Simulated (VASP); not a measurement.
# As2Se (I4_1/amd) in VASP: a series of runs, part 3 of 3

VASP 6.6.1. The steps go on from the part before.

**5. Single point, PBEsol (volume scaled by 1.10, then relaxed in part)**

File INCAR:

```
SYSTEM = As2Se
  ALGO = Normal
  EDIFF = 1E-7
  ENCUT = 520
  GGA = PS
  ISIF = 2
  ISMEAR = 0
  LASPH = .True.
  LCHARG = .False.
  LREAL = .False.
  LWAVE = .False.
  NBANDS = 25
  NELM = 60
  PREC = Accurate
  SIGMA = 0.1
```

File KPOINTS:

```
k-points
0
Gamma
  8 8 8
  0 0 0
```

File POSCAR:

```
As2Se
1.0
   -3.6164614803      3.6164614803      2.6488646796
    3.6164614803     -3.6164614803      2.6488646796
    3.6164614803      3.6164614803     -2.6488646796
As Se
4 2
Direct
    0.8750000000      0.1250000000      0.7500000000
    0.3750000000      0.1250000000      0.2500000000
    0.8750000000      0.6250000000      0.7500000000
    0.8750000000      0.1250000000      0.2500000000
    0.5000000000      0.5000000000      0.0000000000
    0.2500000000      0.7500000000      0.5000000000
```

Potentials or basis: VASP PAW PBE potentials, release 64 (As, Se).

Started as:

```console
$ cat potpaw_PBE.64/As/POTCAR potpaw_PBE.64/Se/POTCAR > POTCAR
$ mpirun -np 1 vasp_std > vasp.out
```

OUTCAR:

```text
SYSTEM = As2Se
   EDIFF = 1E-7
   ENCUT = 520
   GGA = PS
   ISIF = 2
   ISMEAR = 0
   LASPH = .True.
   LREAL = .False.
   NELM = 60
   PREC = Accurate

 ion  position               nearest neighbor table
   1  0.875  0.125  0.750-   5 2.69   6 2.69   4 2.88   4 2.88   3 2.88   3 2.88
   2  0.375  0.125  0.250-   5 2.69   6 2.69   3 2.88   4 2.88   4 2.88   3 2.88
   3  0.875  0.625  0.750-   5 2.69   6 2.69   1 2.88   2 2.88   1 2.88   2 2.88
   4  0.875  0.125  0.250-   6 2.69   5 2.69   2 2.88   1 2.88   1 2.88   2 2.88
   5  0.500  0.500  0.000-   4 2.69   2 2.69   3 2.69   1 2.69
   6  0.250  0.750  0.500-   1 2.69   2 2.69   3 2.69   4 2.69

  LATTYP: Found a body centered tetragonal cell.
 ALAT       =     7.2329229606
 C/A-ratio  =     0.7324465348

  Lattice vectors:

 A1 = (  -3.6164614803,   3.6164614803,   2.6488646796)
 A2 = (   3.6164614803,  -3.6164614803,   2.6488646796)
 A3 = (   3.6164614803,   3.6164614803,  -2.6488646796)

Analysis of symmetry for initial positions (statically):
=====================================================================
 Subroutine PRICEL returns:
 Original cell was already a primitive cell.

[... 179 lines left out ...]

 E-fermi :   4.1361     XC(G=0):  -9.8744

 val. band max:        4.1151933024   @ k =   0.5000   0.5000   0.1250
 cond. band min:       4.1758928205   @ k =   0.5000   0.5000   0.3750
 fundamental gap:      0.0606995181
 Fermi energy:         4.1361082335

 k-point     1 :       0.0000    0.0000    0.0000
  band No.  band energies     occupation
      1     -10.5867      2.00000
      2      -8.6589      2.00000
      3      -6.1509      2.00000
      4      -6.1509      2.00000
      5      -6.1260      2.00000
      6      -4.5425      2.00000
[... 661 lines left out ...]
     24       8.4287      0.00000
     25      10.1136      0.00000

 [... further k-points ...]
[... 5 lines left out ...]
  --------------------------------------------------------------------------------------
  -------------------------------------------------------------------------------------
  Total       -4.9733369     -4.9733369     -4.9361221      0.0000000      0.0000000      0.0000000
  in kB      -57.5004194    -57.5004194    -57.0701516      0.0000000      0.0000000      0.0000000
  external PRESSURE =     -57.3569968 kB  Pullay stress =       0.0000000 kB

 VOLUME and BASIS-vectors are now :
 -----------------------------------------------------------------------------
  energy-cutoff  :      520.00
  volume of cell :      138.58
      direct lattice vectors                 reciprocal lattice vectors
    -3.616461480  3.616461480  2.648864680     0.000000000  0.138256692  0.188760114
     3.616461480 -3.616461480  2.648864680     0.138256692  0.000000000  0.188760114
     3.616461480  3.616461480 -2.648864680     0.138256692  0.138256692  0.000000000

 POSITION                                       TOTAL-FORCE (eV/Angst)
 -----------------------------------------------------------------------------------
      0.00000      5.42469      0.66222        -0.000000      0.000000     -0.000000
      0.00000      1.80823      0.66222        -0.000000      0.000000     -0.000000
      1.80823      3.61646      1.98665        -0.000000      0.000000     -0.000000
     -1.80823      3.61646      1.98665        -0.000000      0.000000     -0.000000
      0.00000      0.00000      2.64886        -0.000000     -0.000000      0.000000
      3.61646      0.00000      1.32443         0.000000      0.000000      0.000000
 -----------------------------------------------------------------------------------
    total drift:                                0.000000     -0.000000      0.000000

  FREE ENERGIE OF THE ION-ELECTRON SYSTEM (eV)
  ---------------------------------------------------
  free  energy   TOTEN  =       -27.6422868308 eV

  energy  without entropy=      -27.6296724668  energy(sigma->0) =      -27.63597965
```

OSZICAR:

```text
N       E                     dE             d eps       ncg     rms          rms(c)
DAV:   1     0.133144151028E+03    0.13314E+03   -0.12629E+04  2950   0.108E+03
DAV:   2    -0.164322625625E+02   -0.14958E+03   -0.13990E+03  3834   0.169E+02
DAV:   3    -0.275903315890E+02   -0.11158E+02   -0.10910E+02  3892   0.480E+01
DAV:   4    -0.277399263750E+02   -0.14959E+00   -0.14914E+00  3311   0.616E+00
DAV:   5    -0.277412509263E+02   -0.13246E-02   -0.13238E-02  3722   0.586E-01    0.557E+00
DAV:   6    -0.276479915062E+02    0.93259E-01   -0.12777E-01  3335   0.194E+00    0.334E+00
DAV:   7    -0.276431287747E+02    0.48627E-02   -0.73878E-02  3345   0.119E+00    0.105E+00
DAV:   8    -0.276422459729E+02    0.88280E-03   -0.32396E-03  3426   0.368E-01    0.119E-01
DAV:   9    -0.276422851381E+02   -0.39165E-04   -0.86481E-04  3287   0.176E-01    0.586E-02
DAV:  10    -0.276422868912E+02   -0.17531E-05   -0.72159E-05  3633   0.422E-02    0.217E-02
DAV:  11    -0.276422868155E+02    0.75621E-07   -0.11996E-05  3302   0.209E-02    0.420E-03
DAV:  12    -0.276422869452E+02   -0.12965E-06   -0.23166E-06  3224   0.910E-03    0.295E-03
DAV:  13    -0.276422867741E+02    0.17110E-06   -0.25138E-07  2687   0.257E-03    0.955E-04
DAV:  14    -0.276422868308E+02   -0.56703E-07   -0.17992E-08  1642   0.618E-04
   1 F= -.27642287E+02 E0= -.27635980E+02  d E =-.126144E-01
```

stdout:

```text
POSCAR found type information on POSCAR AsSe
 POSCAR found :  2 types and       6 ions
 scaLAPACK will be used
 -----------------------------------------------------------------------------
|                                                                             |
|                                                                             |
|     You enforced a specific xc type in the INCAR file but a different       |
|     I HOPE YOU KNOW WHAT YOU ARE DOING!                                     |
|                                                                             |
 -----------------------------------------------------------------------------

 LDA part: xc-table for (Slater+PW92), standard interpolation
 POSCAR, INCAR and KPOINTS ok, starting setup
 FFT: planning ... GRIDC
 FFT: planning ... GRID_SOFT
 FFT: planning ... GRID
 WAVECAR not read
 entering main loop
```

Wall time 2.2 min (1 thread of Intel Xeon Platinum 8488C (Sapphire Rapids), shared host); peak memory 0.42 GiB.

What came out:

* Free energy: -27.6423 eV
* Pressure: -5.7 GPa
* Band gap on the k mesh: zero (band 16 reaches 4.42 eV, above the bottom of band 17 at 3.99 eV)

Caveat: the cell differs from its parent crystal (volume scaled by 1.10, then relaxed in part); the PAW data sets were made with another functional, which shifts forces and pressure a little.

**6. Relaxation of shape and atoms at fixed volume, PBEsol (volume scaled by 0.88)**

File INCAR:

```
SYSTEM = As2Se
PREC = Accurate ; ENCUT = 600
EDIFF = 1E-6 ; ISMEAR = 0
SIGMA = 0.1 ; LREAL = .False.
LASPH = .True. ; NELM = 80
ALGO = Normal ; ISIF = 4
LWAVE = .False. ; LCHARG = .False.
GGA = PS ; IBRION = 2
NSW = 50 ; EDIFFG = -0.01
```

File KPOINTS:

```
Automatic mesh
0
Gamma
  8 8 8
  0 0 0
```

Changes to POSCAR since step 5:

```diff
@@ -2,5 +2,5 @@
 1.0
-   -3.6164614803      3.6164614803      2.6488646796
-    3.6164614803     -3.6164614803      2.6488646796
-    3.6164614803      3.6164614803     -2.6488646796
+   -3.2806071762      3.2806071762      2.5751882712
+    3.2806071762     -3.2806071762      2.5751882712
+    3.2806071762      3.2806071762     -2.5751882712
 As Se
```

Potentials or basis: VASP PAW PBE potentials, release 64 (As, Se).

Started as:

```console
$ cat potpaw_PBE.64/As/POTCAR potpaw_PBE.64/Se/POTCAR > POTCAR
$ mpirun -np 1 vasp_std > vasp.out
```

Run time: 3.5 min. Hardware: 1 thread of Intel Xeon Platinum 8488C (Sapphire Rapids), shared host; peak memory 0.35 GiB.

The run converged. Its results:

```yaml
Free_energy: -27.3406 eV
Energy_gained_by_relaxing: 1.3 meV/atom
Ionic_steps: 4
Pressure_after_relaxing: 12.4 GPa
Band_gap_on_the_k_mesh: zero (band 16 reaches 7.12 eV, above the bottom of band 17 at 6.48 eV)
```

The path:
```csv
step,energy change (eV),largest force (eV/Å),pressure (GPa),volume (Å³)
1,0.0000,0.0000,12.96,110.86
2,-0.0044,0.0000,12.75,110.86
3,-0.0077,0.0000,12.26,110.86
4,-0.0080,0.0000,12.37,110.86
```

Final structure:
```
CELL_PARAMETERS angstrom
-3.25668 3.25668 2.61317
3.25668 -3.25668 2.61317
3.25668 3.25668 -2.61317
ATOMIC_POSITIONS crystal
As 0.87500 0.12500 0.75000
As 0.37500 0.12500 0.25000
As 0.87500 0.62500 0.75000
As 0.87500 0.12500 0.25000
Se 0.50000 0.50000 0.00000
Se 0.25000 0.75000 0.50000
```

Levels at points of the mesh, in eV from the Fermi level:
| k point | band 13 | band 14 | band 15 | band 16 | band 17 | band 18 | band 19 | band 20 |
| --- | --- | --- | --- | --- | --- | --- | --- | --- |
| (0.00, 0.00, 0.00) | -3.66 | -3.02 | -3.02 | -0.57 | 2.65 | 3.11 | 3.62 | 3.62 |
| (0.50, 0.00, 0.00) | -2.07 | -1.50 | -0.58 | -0.35 | 0.12 | 0.14 | 1.89 | 2.25 |
| (0.50, 0.50, 0.00) | -1.77 | -1.77 | -1.37 | -1.37 | -0.10 | -0.10 | 2.05 | 2.05 |
| (0.50, 0.50, 0.50) | -1.05 | -1.05 | -0.20 | -0.20 | 0.79 | 0.79 | 1.09 | 1.09 |

Caveat: the cell differs from its parent crystal (volume scaled by 0.88); the PAW data sets were made with another functional, which shifts forces and pressure a little.

**7. The runs side by side**

| task | cell | cutoff (eV) | gap on the mesh (eV) | pressure (GPa) |
| --- | --- | --- | --- | --- |
| single point | a = 5.497 Å, angles 103.0, 103.0, 123.3°, 6 atoms | 520 | none | 2.6 |
| single point | a = 5.622 Å, angles 102.6, 102.6, 124.3°, 6 atoms | 520 | none | -1.9 |
| single point | a = 5.682 Å, angles 102.4, 102.4, 124.7°, 6 atoms | 520 | none | -3.7 |
| single point | a = 5.760 Å, angles 102.2, 102.2, 125.2°, 6 atoms | 520 | none | -5.7 |
| relaxation of shape and atoms at fixed volume | relaxed from a = 5.306 Å, angles 103.6, 103.6, 121.9°, 6 atoms | 600 | none | 12.4 |

Alike in all rows: level PBEsol; potentials or basis VASP PAW PBE potentials, release 64 (As, Se); no spin polarisation; k mesh 8 × 8 × 8; smearing gaussian 0.1 eV.

Caveats: the PAW data sets were made with another functional, which shifts forces and pressure a little.

Absolute energies hang on the potentials; compare differences alone.
